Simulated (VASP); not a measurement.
# K (Fm-3m) in VASP: further runs, part 2 of 2

VASP 6.6.1.

### 3 Single point, LDA (56.94 Å³/atom)

This run uses another cell than the first one, of 56.94 Å³/atom.

Input file INCAR:

```
ALGO = Normal
EDIFF = 1E-7
ENCUT = 520
GGA = CA
ISIF = 2
ISMEAR = -1
LASPH = True
LCHARG = True
LELF = True
LREAL = False
LVHAR = True
LWAVE = False
NBANDS = 10
NELM = 100
PREC = Accurate
SIGMA = 0.1
```

Input file KPOINTS:

```
k-points
0
Gamma
  10 10 10
```

Input file POSCAR:

```
K
1.0
    0.0000000000      3.0534650557      3.0534650557
    3.0534650557      0.0000000000      3.0534650557
    3.0534650557      3.0534650557      0.0000000000
K
1
Direct
    0.0000000000      0.0000000000      0.0000000000
```

Potentials or basis: VASP PAW LDA potentials, release 64 (K_sv).

The run is started by

```console
$ cat potpaw_LDA.64/K_sv/POTCAR > POTCAR
$ mpirun -np 1 vasp_std > vasp.out
```

OUTCAR:

```text
EDIFF = 1E-7
   ENCUT = 520
   GGA = CA
   ISIF = 2
   ISMEAR = -1
   LASPH = True
   LREAL = False
   NELM = 100
   PREC = Accurate

 ion  position               nearest neighbor table
   1  0.000  0.000  0.000-

  LATTYP: Found a face centered cubic cell.
 ALAT       =     6.1069301114

  Lattice vectors:

 A1 = (   0.0000000000,   3.0534650557,   3.0534650557)
 A2 = (   3.0534650557,   0.0000000000,   3.0534650557)
 A3 = (   3.0534650557,   3.0534650557,   0.0000000000)

Analysis of symmetry for initial positions (statically):
=====================================================================
 Subroutine PRICEL returns:
 Original cell was already a primitive cell.

 Routine SETGRP: Setting up the symmetry group for a
 face centered cubic supercell.

 Subroutine GETGRP returns: Found 48 space group operations
 (whereof 48 operations were pure point group operations)
 out of a pool of 48 trial point group operations.

The static configuration has the point symmetry O_h .

Analysis of symmetry for dynamics (positions and initial velocities):
=====================================================================
 Subroutine PRICEL returns:
 Original cell was already a primitive cell.

 Routine SETGRP: Setting up the symmetry group for a
 face centered cubic supercell.

 Subroutine GETGRP returns: Found 48 space group operations
 (whereof 48 operations were pure point group operations)
 out of a pool of 48 trial point group operations.

The dynamic configuration has the point symmetry O_h .

 Subroutine INISYM returns: Found 48 space group operations
 (whereof 48 operations are pure point group operations),
 and found     1 'primitive' translations

----------------------------------------------------------------------------------------

                                     Primitive cell

  volume of cell :      56.9389

  direct lattice vectors                    reciprocal lattice vectors
     0.000000000  3.053465056  3.053465056    -0.163748394  0.163748394  0.163748394
     3.053465056  0.000000000  3.053465056     0.163748394 -0.163748394  0.163748394
     3.053465056  3.053465056  0.000000000     0.163748394  0.163748394 -0.163748394

  length of vectors
     4.318251694  4.318251694  4.318251694     0.283620539  0.283620539  0.283620539

  position of ions in fractional coordinates (direct lattice)
     0.000000000  0.000000000  0.000000000

  ion indices of the primitive-cell ions
   primitive index   ion index
                 1           1

----------------------------------------------------------------------------------------

 KPOINTS: k-points

Automatic generation of k-mesh.
 Grid dimensions read from file:
 generate k-points for:   10   10   10

 Generating k-lattice:

  Cartesian coordinates                     Fractional coordinates (reciprocal lattice)
    -0.016374839  0.016374839  0.016374839     0.100000000  0.000000000  0.000000000
     0.016374839 -0.016374839  0.016374839     0.000000000  0.100000000  0.000000000
     0.016374839  0.016374839 -0.016374839     0.000000000  0.000000000  0.100000000

  Length of vectors
     0.028362054  0.028362054  0.028362054

  Shift w.r.t. Gamma in fractional coordinates (k-lattice)
     0.000000000  0.000000000  0.000000000

 Subroutine IBZKPT returns following result:
 ===========================================

 Found     47 irreducible k-points:

 Following reciprocal coordinates:
            Coordinates               Weight
  0.000000  0.000000  0.000000      1.000000
  0.100000  0.000000  0.000000      8.000000
  0.200000  0.000000  0.000000      8.000000
  0.300000  0.000000  0.000000      8.000000
  0.400000  0.000000  0.000000      8.000000
  0.500000  0.000000  0.000000      4.000000
[... 16 lines left out ...]
  0.300000  0.300000  0.000000      6.000000
  0.400000  0.300000  0.000000     24.000000
 [... further k-points ...]
   k-points           NKPTS =     47   k-points in BZ     NKDIM =     47   number of bands    NBANDS=     10
   number of dos      NEDOS =    301   number of ions     NIONS =      1
   total plane-waves  NPLWV =  32768
   dimension x,y,z NGX =    32 NGY =   32 NGZ =   32
   dimension x,y,z NGXF=    64 NGYF=   64 NGZF=   64
   ions per type =               1
   NGX,Y,Z   is equivalent  to a cutoff of  12.32, 12.32, 12.32 a.u.
   NGXF,Y,Z  is equivalent  to a cutoff of  24.64, 24.64, 24.64 a.u.
 SYSTEM =  unknown system
   PREC   = accura    normal or accurate (medium, high low for compatibility)
   ISTART =      0    job   : 0-new  1-cont  2-samecut
   ICHARG =      2    charge: 1-file 2-atom 10-const
   ISPIN  =      1    spin polarized calculation?
   LNONCOLLINEAR =      F non collinear calculations
   LSORBIT =      F    spin-orbit coupling
   LASPH  =      T    aspherical Exc in radial PAW
   ENCUT  =  520.0 eV  38.22 Ry    6.18 a.u.   8.03  8.03  8.03*2*pi/ulx,y,z
   NELM   =    100;   NELMIN=  2; NELMDL= -5     # of ELM steps
   EDIFF  = 0.1E-06   stopping-criterion for ELM
   LREAL  =      F    real-space projection
   EDIFFG = 0.1E-05   stopping-criterion for IOM
   NSW    =      0    number of steps for IOM
   IBRION =     -1    ionic relax: 0-MD 1-quasi-New 2-CG
   NFREE  =      0    steps in history (QN), initial steepest desc. (CG)
   ISIF   =      2    stress and relaxation
   ISYM   =      2    0-nonsym 1-usesym 2-fastsym
   POTIM  = 0.5000    time-step for ionic-motion
   TEBEG  =    0.0;   TEEND  =   0.0 temperature during run
   PSTRESS=    0.0 pullay stress
   NELECT =       9.0000    total number of electrons
   NUPDOWN=      -1.0000    fix difference up-down
   EMIN   =  10.00;   EMAX   =-10.00  energy-range for DOS
   EFERMI =   0.00;   METHOD = LEGACY
   ISMEAR =    -1;   SIGMA  =   0.10  broadening in eV -4-tet -1-fermi 0-gaus
   EFERMI_NEDOS =   21; number of points for ismear=-14 and -15
   IALGO  =     38    algorithm
   IMIX   =      4    mixing-type and parameters
     AMIX     =   0.40;   BMIX     =  1.00
     AMIX_MAG =   1.60;   BMIX_MAG =  1.00
  volume/ion in A,a.u.               =      56.94       384.24
  Fermi-wavevector in a.u.,A,eV,Ry     =   0.885155  1.672701 10.660159  0.783500
  Thomas-Fermi vector in A             =   2.006151
   LORBIT       =      0    0 simple, 1 ext, 2 COOP (PROOUT), +10 PAW based schemes
   GGA     = CA    functional components
   LHFCALC =     F    Hartree Fock is set to
   AEXX    =    0.0000 exact exchange contribution
   IVDW    =     0    specifies the selected vdW correction
   LEPSILON=     F    determine dielectric tensor
   LRPA    =     F    only Hartree local field effects (RPA)
 non-spin polarized calculation
  energy-cutoff  :      520.00
  volume of cell :       56.94
 maximum number of plane-waves:      1550
   NGX = 17   NGY = 17   NGZ = 17

 number of electron       9.0000001 magnetization

 Free energy of the ion-electron system (eV)
  ---------------------------------------------------
  ext. energy  EPLUGINS =         0.00000000
  ---------------------------------------------------
  free energy    TOTEN  =        -1.16289721 eV

  energy without entropy =       -1.13939082  energy(sigma->0) =       -1.15114402

 E-fermi :   0.2985     XC(G=0):  -6.5695

 val. band max:        0.2632696411   @ k =   0.5000   0.3000   0.1000
 cond. band min:       0.3836357625   @ k =   0.4000   0.4000   0.0000
 fundamental gap:      0.1203661214
 Fermi energy:         0.2985101618

 k-point     1 :       0.0000    0.0000    0.0000
  band No.  band energies     occupation
      1     -31.3783      2.00000
      2     -15.0274      2.00000
      3     -15.0274      2.00000
      4     -15.0274      2.00000
      5      -2.2387      2.00000
      6       4.6120      0.00000
      7       4.6120      0.00000
      8       4.6120      0.00000
      9       6.0560      0.00000
     10       6.0560      0.00000

 k-point     2 :       0.1000    0.0000    0.0000
  band No.  band energies     occupation
      1     -31.3771      2.00000
      2     -15.0439      2.00000
      3     -15.0295      2.00000
      4     -15.0295      2.00000
      5      -2.0919      2.00000
      6       4.2911      0.00000
      7       4.6727      0.00000
      8       4.6727      0.00000
      9       5.9446      0.00000
     10       5.9446      0.00000
[... 274 lines left out ...]
 k-point    24 :       0.4000    0.3000    0.0000
  band No.  band energies     occupation
      1     -31.3641      2.00000
      2     -15.1552      2.00000
      3     -15.0785      2.00000
      4     -15.0733      2.00000
      5      -0.0450      1.93755
      6       2.7029      0.00000
      7       3.1047      0.00000
      8       5.3312      0.00000
      9       5.5284      0.00000
     10       6.9044      0.00000

 [... further k-points ...]
[... 5 lines left out ...]
  --------------------------------------------------------------------------------------
  -------------------------------------------------------------------------------------
  Total        0.2406139      0.2406139      0.2406139      0.0000000      0.0000000      0.0000000
  in kB        6.7705275      6.7705275      6.7705275      0.0000000      0.0000000      0.0000000
  external PRESSURE =       6.7705275 kB  Pullay stress =       0.0000000 kB

 VOLUME and BASIS-vectors are now :
 -----------------------------------------------------------------------------
  energy-cutoff  :      520.00
  volume of cell :       56.94
      direct lattice vectors                 reciprocal lattice vectors
     0.000000000  3.053465056  3.053465056    -0.163748394  0.163748394  0.163748394
     3.053465056  0.000000000  3.053465056     0.163748394 -0.163748394  0.163748394
     3.053465056  3.053465056  0.000000000     0.163748394  0.163748394 -0.163748394

 POSITION                                       TOTAL-FORCE (eV/Angst)
 -----------------------------------------------------------------------------------
      0.00000      0.00000      0.00000         0.000000     -0.000000     -0.000000
 -----------------------------------------------------------------------------------
    total drift:                                0.000000      0.000000      0.000000

  FREE ENERGIE OF THE ION-ELECTRON SYSTEM (eV)
  ---------------------------------------------------
  free  energy   TOTEN  =        -1.1628972110 eV

  energy  without entropy=       -1.1393908233  energy(sigma->0) =       -1.15114402
```

It took 21 s on 1 thread of Intel Xeon 8259CL, shared host; peak memory 0.16 GiB.

What came out:

```yaml
Free_energy: -1.1629 eV
Pressure: 0.7 GPa
Band_gap_on_the_k_mesh: zero (an odd number of electrons rules out a gap without spin polarisation)
```

### 4 Single point, LDA (59.53 Å³/atom)

This run uses another cell than the first one, of 59.53 Å³/atom.

Input file INCAR:

```
PREC = Accurate
ENCUT = 520
EDIFF = 1E-6
ISMEAR = -1
SIGMA = 0.1
LREAL = F
LASPH = T
NELM = 80
ALGO = Normal
ISIF = 2
LWAVE = F
LCHARG = T
LELF = T
LVHAR = T
NBANDS = 10
```

Input file KPOINTS:

```
regular mesh
0
Gamma
  10 10 10
```

Input file POSCAR:

```
K
1.0
    0.0000000000      3.0990458810      3.0990458810
    3.0990458810      0.0000000000      3.0990458810
    3.0990458810      3.0990458810      0.0000000000
K
1
Direct
    0.0000000000      0.0000000000      0.0000000000
```

The run is started by

```console
$ cat potpaw_LDA.64/K_sv/POTCAR > POTCAR
$ mpirun -np 1 vasp_std > vasp.out
```

It took 36 s on 1 thread of Intel Xeon 8259CL, shared host; peak memory 0.18 GiB.

Results (log left out):

| Quantity | Value |
| --- | --- |
| Free energy | -1.1717 eV |
| Pressure | 0.4 GPa |
| Band gap on the k mesh | zero (an odd number of electrons rules out a gap without spin polarisation) |

Levels at points of the mesh, in eV from the Fermi level:
```
           k point  band 3  band 4  band 5  band 6  band 7  band 8
(0.00, 0.00, 0.00)  -15.35  -15.35   -2.47    4.28    4.28    4.28
(0.50, 0.00, 0.00)  -15.37  -15.37    0.27    0.72    4.06    4.06
(0.50, 0.50, 0.00)  -15.40  -15.40    0.82    1.69    2.23    5.72
```

### 5 Overview

```csv
cell,k mesh,gap on the mesh (eV),pressure (GPa)
"a = 4.506 Å, angles 60.0°, 1 atom",8 × 8 × 8,none,0.0
"a = 4.318 Å, angles 60.0°, 1 atom",10 × 10 × 10,none,0.7
"a = 4.383 Å, angles 60.0°, 1 atom",10 × 10 × 10,none,0.4
```

Alike in all rows: task single point; level LDA; potentials or basis VASP PAW LDA potentials, release 64 (K_sv); no spin polarisation; cutoff (eV) 520; smearing fermi-dirac 0.1 eV.

Total energies depend on the potentials used, so only differences within one code and one set of settings carry meaning.

The gap in the log of VASP goes by the Fermi energy; the results here count the filled bands.